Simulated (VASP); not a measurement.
# Be2C (Fm-3m) in VASP: notebook, part 3 of 3

VASP 6.6.1. The steps go on from the part before.

## (4) Relaxation of cell and atoms, r2SCAN, target pressure 10 GPa, at which the enthalpy is minimised

POSCAR

```
Be2C
1.0
    2.1604635391      2.1604635391      0.0000000000
   -2.1604635391      2.1604635391      0.0000000000
    0.0000000000      2.1604635391      2.1604635391
Be C
2 1
Direct
    0.2500000000      0.7500000000      0.5000000000
    0.7500000000      0.2500000000      0.5000000000
    0.0000000000      0.0000000000      0.0000000000
```

INCAR.step1

```
SYSTEM = Be2C
PREC     = Accurate       ! precision mode
ENCUT    = 660            ! plane-wave cutoff, eV
ISMEAR   = 0              ! smearing method
SIGMA    = 0.01           ! smearing width, eV
LREAL    = .False.        ! projectors in reciprocal space
LASPH    = .True.         ! aspherical terms in the spheres
NELM     = 120            ! most SCF steps
GGA      = PE             ! functional
ALGO     = Normal         ! electronic algorithm
EDIFF    = 1E-5           ! SCF threshold, eV
LWAVE    = .True.         ! write WAVECAR
LCHARG   = .False.        ! write CHGCAR
GGA_COMPAT= .False.      
IBRION   = 2              ! ionic algorithm
ISIF     = 3              ! what is computed and relaxed
EDIFFG   = -0.005         ! ionic threshold
NELMIN   = 4            
NSW      = 100            ! ionic steps
```

INCAR.step2

```
SYSTEM = Be2C
PREC     = Accurate       ! precision mode
ENCUT    = 660            ! plane-wave cutoff, eV
EDIFF    = 1E-7           ! SCF threshold, eV
ISMEAR   = 0              ! smearing method
SIGMA    = 0.01           ! smearing width, eV
LREAL    = .False.        ! projectors in reciprocal space
LASPH    = .True.         ! aspherical terms in the spheres
NELM     = 120            ! most SCF steps
ALGO     = Normal         ! electronic algorithm
ISIF     = 3              ! what is computed and relaxed
LWAVE    = .False.        ! write WAVECAR
LCHARG   = .False.        ! write CHGCAR
METAGGA  = R2SCAN         ! meta-GGA
LMIXTAU  = .True.       
IBRION   = 2              ! ionic algorithm
NSW      = 100            ! ionic steps
EDIFFG   = -0.002         ! ionic threshold
PSTRESS  = 100.0        
ISTART   = 1            
GGA_COMPAT= .False.      
NELMIN   = 4
```

KPOINTS

```
Automatic mesh
0
Gamma
  10 10 10
  0 0 0
```

Potentials or basis: VASP PAW PBE potentials, release 64 (Be, C).

Command:

```console
cat potpaw_PBE.64/Be/POTCAR potpaw_PBE.64/C/POTCAR > POTCAR
cp INCAR.step1 INCAR
mpirun -np 1 vasp_std > vasp.out
cp INCAR.step2 INCAR
mpirun -np 1 vasp_std > vasp.out
```

OUTCAR:

```text
SYSTEM = Be2C
   PREC = Accurate
   ENCUT = 660
   EDIFF = 1E-7
   ISMEAR = 0
   LREAL = .False.
   LASPH = .True.
   NELM = 120
   ISIF = 3
   METAGGA = R2SCAN
   IBRION = 2
   NSW = 100
   EDIFFG = -0.002
   PSTRESS = 100.0
   ISTART = 1
   NELMIN = 4

 ion  position               nearest neighbor table
   1  0.250  0.750  0.500-   3 1.87   3 1.87   3 1.87   3 1.87   2 2.16   2 2.16   2 2.16   2 2.16
                             2 2.16   2 2.16
   2  0.750  0.250  0.500-   3 1.87   3 1.87   3 1.87   3 1.87   1 2.16   1 2.16   1 2.16   1 2.16
                             1 2.16   1 2.16
   3  0.000  0.000  0.000-   2 1.87   1 1.87   1 1.87   2 1.87   1 1.87   2 1.87   2 1.87   1 1.87

  LATTYP: Found a face centered cubic cell.
 ALAT       =     4.3209270782

  Lattice vectors:

 A1 = (   0.0000000000,   2.1604635391,   2.1604635391)
 A2 = (   2.1604635391,   0.0000000000,   2.1604635391)
 A3 = (   2.1604635391,   2.1604635391,   0.0000000000)

Analysis of symmetry for initial positions (statically):
=====================================================================
 Subroutine PRICEL returns:
 Original cell was already a primitive cell.

 Routine SETGRP: Setting up the symmetry group for a
 face centered cubic supercell.

 Subroutine GETGRP returns: Found 48 space group operations
 (whereof 48 operations were pure point group operations)
 out of a pool of 48 trial point group operations.

The static configuration has the point symmetry O_h .

Analysis of symmetry for dynamics (positions and initial velocities):
=====================================================================
 Subroutine PRICEL returns:
 Original cell was already a primitive cell.

 Routine SETGRP: Setting up the symmetry group for a
 face centered cubic supercell.

 Subroutine GETGRP returns: Found 48 space group operations
 (whereof 48 operations were pure point group operations)
 out of a pool of 48 trial point group operations.

The dynamic configuration has the point symmetry O_h .

 Subroutine INISYM returns: Found 48 space group operations
 (whereof 48 operations are pure point group operations),
 and found     1 'primitive' translations

----------------------------------------------------------------------------------------

                                     Primitive cell

  volume of cell :      20.1684

  direct lattice vectors                    reciprocal lattice vectors
     2.160463539  2.160463539  0.000000000     0.231431816  0.231431816 -0.231431816
    -2.160463539  2.160463539  0.000000000    -0.231431816  0.231431816 -0.231431816
     0.000000000  2.160463539  2.160463539     0.000000000  0.000000000  0.462863632

  length of vectors
     3.055356838  3.055356838  3.055356838     0.400851664  0.400851664  0.462863632

  position of ions in fractional coordinates (direct lattice)
     0.250000000  0.750000000  0.500000000
     0.750000000  0.250000000  0.500000000
     0.000000000  0.000000000  0.000000000

  ion indices of the primitive-cell ions
   primitive index   ion index
                 1           1
                 2           2
                 3           3

----------------------------------------------------------------------------------------
[... 50 lines left out ...]
  0.400000  0.300000  0.000000     24.000000
 [... further k-points ...]
   k-points           NKPTS =     47   k-points in BZ     NKDIM =     47   number of bands    NBANDS=      8
   number of dos      NEDOS =    301   number of ions     NIONS =      3
   total plane-waves  NPLWV =  21952
   dimension x,y,z NGX =    28 NGY =   28 NGZ =   28
   dimension x,y,z NGXF=    56 NGYF=   56 NGZF=   56
   ions per type =               2   1
   NGX,Y,Z   is equivalent  to a cutoff of  15.24, 15.24, 15.24 a.u.
   NGXF,Y,Z  is equivalent  to a cutoff of  30.47, 30.47, 30.47 a.u.
 SYSTEM =  Be2C
   PREC   = accura    normal or accurate (medium, high low for compatibility)
   ISTART =      1    job   : 0-new  1-cont  2-samecut
   ICHARG =      0    charge: 1-file 2-atom 10-const
   ISPIN  =      1    spin polarized calculation?
   LNONCOLLINEAR =      F non collinear calculations
   LSORBIT =      F    spin-orbit coupling
   LASPH  =      T    aspherical Exc in radial PAW
   ENCUT  =  660.0 eV  48.51 Ry    6.96 a.u.   6.40  6.40  6.40*2*pi/ulx,y,z
   NELM   =    120;   NELMIN=  4; NELMDL=  0     # of ELM steps
   EDIFF  = 0.1E-06   stopping-criterion for ELM
   LREAL  =      F    real-space projection
   EDIFFG = -.2E-02   stopping-criterion for IOM
   NSW    =    100    number of steps for IOM
   IBRION =      2    ionic relax: 0-MD 1-quasi-New 2-CG
   NFREE  =      1    steps in history (QN), initial steepest desc. (CG)
   ISIF   =      3    stress and relaxation
   ISYM   =      2    0-nonsym 1-usesym 2-fastsym
   POTIM  = 0.5000    time-step for ionic-motion
   TEBEG  =    0.0;   TEEND  =   0.0 temperature during run
   PSTRESS=  100.0 pullay stress
   NELECT =       8.0000    total number of electrons
   NUPDOWN=      -1.0000    fix difference up-down
   EMIN   =  10.00;   EMAX   =-10.00  energy-range for DOS
   EFERMI =   0.00;   METHOD = LEGACY
   ISMEAR =     0;   SIGMA  =   0.01  broadening in eV -4-tet -1-fermi 0-gaus
   EFERMI_NEDOS =   21; number of points for ismear=-14 and -15
   IALGO  =     38    algorithm
   IMIX   =      4    mixing-type and parameters
     AMIX     =   0.40;   BMIX     =  1.00
     AMIX_MAG =   1.60;   BMIX_MAG =  1.00
  volume/ion in A,a.u.               =       6.72        45.37
  Fermi-wavevector in a.u.,A,eV,Ry     =   1.202859  2.273073 19.685843  1.446869
  Thomas-Fermi vector in A             =   2.338628
   LORBIT       =      0    0 simple, 1 ext, 2 COOP (PROOUT), +10 PAW based schemes
   METAGGA = R2SCAN    functional components
   LHFCALC =     F    Hartree Fock is set to
   AEXX    =    0.0000 exact exchange contribution
   IVDW    =     0    specifies the selected vdW correction
   LEPSILON=     F    determine dielectric tensor
   LRPA    =     F    only Hartree local field effects (RPA)
 conjugate gradient relaxation of ions
 non-spin polarized calculation
 Gauss-broadening in eV      SIGMA  =   0.01
  energy-cutoff  :      660.00
  volume of cell :       20.17
 maximum number of plane-waves:       794
 NGX is ok and might be reduce to    28
   NGX = 13   NGY = 13   NGZ = 13

--------------------------------------- Ionic step        1  -------------------------------------------

 number of electron       8.0000000 magnetization

 Free energy of the ion-electron system (eV)
  ---------------------------------------------------
  ext. energy  EPLUGINS =         0.00000000
  ---------------------------------------------------
  free energy    TOTEN  =       -19.47585517 eV

  energy without entropy =      -19.47585517  energy(sigma->0) =      -19.47585517

------------------------ aborting loop because EDIFF is reached ----------------------------------------

  FORCE on cell =-STRESS in cart. coord.  units (eV):
  Direction    XX          YY          ZZ          XY          YZ          ZX
  --------------------------------------------------------------------------------------
  -------------------------------------------------------------------------------------
  Total        0.1000273      0.1000273      0.1000273      0.0000000      0.0000000      0.0000000
  in kB        7.9461789      7.9461789      7.9461789      0.0000000      0.0000000      0.0000000
  external PRESSURE =     -92.0538211 kB  Pullay stress =     100.0000000 kB
[... 65 lines left out ...]
--------------------------------------- Ionic step        3  -------------------------------------------

 number of electron       8.0000000 magnetization

 Free energy of the ion-electron system (eV)
  ---------------------------------------------------
  ext. energy  EPLUGINS =         0.00000000
  ---------------------------------------------------
  free energy    TOTEN  =       -19.44899526 eV

  energy without entropy =      -19.44899526  energy(sigma->0) =      -19.44899526

 E-fermi :   8.3030     XC(G=0): -12.2224

 val. band max:        8.1758260608   @ k =   0.0000   0.0000   0.0000
 cond. band min:       9.7227397432   @ k =   0.5000   0.5000   0.0000
 fundamental gap:      1.5469136824
 Fermi energy:         8.3029590018

 k-point     1 :       0.0000    0.0000    0.0000
  band No.  band energies     occupation
      1      -8.1196      2.00000
      2       8.1758      2.00000
      3       8.1758      2.00000
      4       8.1758      2.00000
      5      12.8879      0.00000
      6      12.8879      0.00000
      7      12.8879      0.00000
      8      16.1357      0.00000
[... 243 lines left out ...]
 k-point    24 :       0.4000    0.3000    0.0000
  band No.  band energies     occupation
      1      -4.2280      2.00000
      2       0.1852      2.00000
      3       2.1397      2.00000
      4       4.2679      2.00000
      5      12.5343      0.00000
      6      18.6128      0.00000
      7      19.2326      0.00000
      8      20.2622      0.00000

 [... further k-points ...]
[... 5 lines left out ...]
  --------------------------------------------------------------------------------------
  -------------------------------------------------------------------------------------
  Total        1.2058643      1.2058643      1.2058643      0.0000000     -0.0000000      0.0000000
  in kB       99.8364152     99.8364152     99.8364152      0.0000000     -0.0000000      0.0000000
  external PRESSURE =      -0.1635848 kB  Pullay stress =     100.0000000 kB
[... 22 lines left out ...]
  energy  without entropy=      -19.4489952561  energy(sigma->0) =      -19.44899526

  enthalpy is  TOTEN    =       -18.2411551280 eV   P V=        1.2078401281

 reached required accuracy - stopping structural energy minimisation
```

Wall time 96 s (1 thread of AMD EPYC 9R45 (Zen 5), shared host); peak memory 0.13 GiB.

Results:

| Property | Result |
| --- | --- |
| Free energy | -19.4490 eV |
| Relaxed volume | 6.45 Å³/atom |
| Relaxed cell | a = 3.014 Å, b = 3.014 Å, c = 3.014 Å, α = 60.00°, β = 60.00°, γ = 90.00° |
| Space group after relaxing (to 0.1 Å) | Fm-3m (No. 225) |
| Energy change on relaxing (the run minimises the enthalpy) | +9.0 meV/atom |
| Ionic steps | 3 |
| Pressure after relaxing | 10.0 GPa |
| Band gap on the k mesh | 1.55 eV (least direct gap 4.71 eV) |

The path:
```csv
step,energy change (eV),largest force (eV/Å),pressure (GPa),volume (Å³)
1,0.0000,0.0000,0.79,20.17
2,0.0483,0.0000,13.68,19.06
3,0.0269,0.0000,9.98,19.35
```

Final structure:
```
Be C
1.0
     2.13090    2.13090    0.00000
    -2.13090    2.13090    0.00000
     0.00000    2.13090    2.13090
Be C
2 1
Direct
  0.25000 0.75000 0.50000
  0.75000 0.25000 0.50000
  0.00000 0.00000 0.00000
```

Levels at points of the mesh, in eV from the valence-band top:
```tsv
k point	band 1	band 2	band 3	band 4	band 5	band 6	band 7	band 8
(0.00, 0.00, 0.00)	-16.30	0.00	0.00	0.00	4.71	4.71	4.71	7.96
(0.50, 0.00, 0.00)	-13.22	-9.38	-1.98	-1.98	5.63	5.63	8.09	11.11
(0.50, 0.50, 0.00)	-12.40	-7.31	-5.11	-5.11	1.55	6.51	14.93	14.93
```

Caveat: the cell is relaxed towards a set pressure, so the run minimises the enthalpy, not the energy; the PAW data sets were made with another functional, which shifts forces and pressure a little.

## (5) The runs side by side

```csv
cell,gap on the mesh (eV),pressure (GPa)
relaxed to 4 GPa,1.53,4.0
relaxed to 7 GPa,1.54,7.0
relaxed to 10 GPa,1.55,10.0
```

Alike in all rows: task relaxation of cell and atoms; level r2SCAN; potentials or basis VASP PAW PBE potentials, release 64 (Be, C); no spin polarisation; k mesh 10 × 10 × 10; cutoff (eV) 660; smearing gaussian 0.01 eV.

Caveats: the cell is relaxed towards a set pressure, so the run minimises the enthalpy, not the energy; the PAW data sets were made with another functional, which shifts forces and pressure a little.

Absolute energies hang on the potentials; compare differences alone.
